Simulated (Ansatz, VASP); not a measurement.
**One calculation of TaSiF, two programs**

Contents of INCAR:

```
SYSTEM = TaSiF
PREC     = Accurate       ! precision mode
ENCUT    = 600            ! plane-wave cutoff, eV
EDIFF    = 1E-6           ! SCF threshold, eV
ISMEAR   = 0              ! smearing method
SIGMA    = 0.1            ! smearing width, eV
LREAL    = .False.        ! projectors in reciprocal space
LASPH    = .True.         ! aspherical terms in the spheres
NELM     = 100            ! most SCF steps
ALGO     = Normal         ! electronic algorithm
ISIF     = 3              ! what is computed and relaxed
LWAVE    = .False.        ! write WAVECAR
LCHARG   = .False.        ! write CHGCAR
GGA      = PE             ! functional
IBRION   = 2              ! ionic algorithm
NSW      = 100            ! ionic steps
EDIFFG   = -0.01          ! ionic threshold
```

File KPOINTS:

```
regular mesh
0
Gamma
  14 14 12
  0 0 0
```

Contents of POSCAR:

```
TaSiF
1.0
    3.5735840926      0.0000000000      0.0000000000
    0.0000000000      3.5735840926      0.0000000000
    0.0000000000      0.0000000000      4.1432828332
Ta Si F
1 1 1
Direct
    0.0000000000      0.0000000000      0.5000000000
    0.5000000000      0.5000000000      0.5000000000
    0.0000000000      0.0000000000      0.0000000000
```

Input for Ansatz:

```yaml
crystal:
  lattice:
    - [3.5735840926, 0.0, 0.0]
    - [0.0, 3.5735840926, 0.0]
    - [0.0, 0.0, 4.1432828332]
  atoms:
    - { symbol: Ta, position: [0.0, 0.0, 0.5] }
    - { symbol: Si, position: [0.5, 0.5, 0.5] }
    - { symbol: F, position: [0.0, 0.0, 0.0] }
basis:
  ecutwfc: 420
kpoints:
  mp_grid: { grid: [14, 14, 12] }
hamiltonian:
  xc: pbe
scf:
  occupations: { method: gaussian, width: 0.1 }
output:
  forces: true
  stress: true
  eigenvalues: true
  write_density: true
  write_potential: true
  elf: true
  volumetric_format: npy
relax:
  adjacent_minimum: "off"
  f_tol: 0.01
  max_steps: 80
  cell: { stress_tol: 0.05 }
```

Alike in both runs: task relaxation of cell and atoms; functional PBE; k mesh 14 × 14 × 12; occupations gaussian, width 0.1 eV; no spin polarisation.

|  | VASP | Ansatz |
| --- | --- | --- |
| version | VASP 6.6.1 | Ansatz 0.2.0 |
| potentials or method | VASP PAW PBE potentials, release 64 (Ta_pv, Si, F), cutoff 600 eV | scalar-relativistic, plane waves, PAW |
| valence electrons in the cell | 22 | 24 |

```csv
,VASP,Ansatz,Ansatz less VASP
"gap on the k mesh at the Fermi level, each at its own relaxed structure (eV)",none,none,-
relaxed volume (Å³/atom),17.68,17.68,-0.001
relaxed length of the cell vector where the two differ most in proportion (Å),4.147,4.144,-0.0028
```

A gap of «none» marks a metal or a gap that the smearing closes. VASP's potentials hold 22 valence electrons a cell and Ansatz's 24, so a difference there can come from the potentials and not from the codes.

Spin-orbit coupling is off throughout.
